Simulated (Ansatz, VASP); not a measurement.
## Two plane-wave programs on In

The input INCAR:

```
SYSTEM = In
  PREC = Accurate
  ENCUT = 520
  EDIFF = 1E-6
  ISMEAR = -1
  SIGMA = 0.05
  LREAL = .False.
  LASPH = .True.
  NELM = 60
  ALGO = Normal
  ISIF = 2
  LWAVE = .False.
  LCHARG = .True.
  GGA = PS
  LELF = .True.
  LVHAR = .True.
  NBANDS = 12
```

KPOINTS

```
regular mesh
0
Gamma
  14 14 14
  0 0 0
```

Contents of POSCAR:

```
In
1.0
    2.9611555928      0.0000000000      0.0000000000
    0.0000000000      2.9611555928      0.0000000000
    0.0000000000      0.0000000000      2.9611555928
In
1
Direct
    0.0000000000      0.0000000000      0.0000000000
```

Input for Ansatz:

```yaml
crystal:
  lattice:
    - [2.9611555928, 0.0, 0.0]
    - [0.0, 2.9611555928, 0.0]
    - [0.0, 0.0, 2.9611555928]
  atoms:
    - { symbol: In, position: [0.0, 0.0, 0.0] }
kpoints:
  mp_grid: { grid: [14, 14, 14] }
scf:
  occupations: { method: fermi_dirac, width: 0.05 }
hamiltonian:
  xc: pbesol
  pseudopotentials: { kind: paw }
output:
  forces: true
  stress: true
  eigenvalues: true
  populations: true
  write_density: true
  write_potential: true
  elf: true
  volumetric_format: npy
```

Change from the starting cell: volume scaled by 0.95, PAW files.

Alike in both runs: task single point; functional PBEsol; k mesh 14 × 14 × 14; occupations fermi-dirac, width 0.05 eV; no spin polarisation.

```csv
,VASP,Ansatz
version,VASP 6.6.1,Ansatz 0.2.0
potentials or method,"VASP PAW PBE potentials, release 64 (In_d)","PAW with Ansatz's default frozen-core files, scalar-relativistic"
plane-wave cutoff (eV),520,420
valence electrons in the cell,13,13
```

Ansatz gave:

| Quantity | Value |
| --- | --- |
| pressure (GPa) | 2.4 |

Question: What did VASP give for the same quantities?

Answer: Pressure (GPa): 2.3.

VASP's potentials were made for PBE, not for PBEsol.
